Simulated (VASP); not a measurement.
Crystal: Re.

```
Re
1.0
     2.55318    0.00000    0.00000
     0.00000    2.55318    0.00000
     0.00000    0.00000    2.55318
Re
1
Direct
  0.00000 0.00000 0.00000
```

This cell differs from its parent crystal: volume scaled by 0.96.

Base run:

```yaml
Program: VASP 6.6.1
Functional: revPBE
Potentials_or_basis: VASP PAW PBE potentials, release 64 (Re)
Cutoff: 520 eV
k_mesh: 14 × 14 × 14
Occupations: fermi-dirac, width 0.1 eV
Spin: no spin polarisation
```

Its results: pressure 9.4 GPa.

Problem. The run is repeated on the same cell with these changes: potentials or basis from VASP PAW PBE potentials, release 64 (Re) to VASP PAW PBE potentials, release 64 (Re_sv_GW); cutoff from 520 eV to 500 eV; further incar settings from ALGO = Normal; EDIFF = 1e-07; NBANDS = 10 to ALGO = Normal; EDIFF = 1e-06; NBANDS = 14; valence electrons from 7 to 15. What comes out?

Solution. Pressure 8.3 GPa.

Caveats: the PAW data sets were made with another functional, which shifts forces and pressure a little.
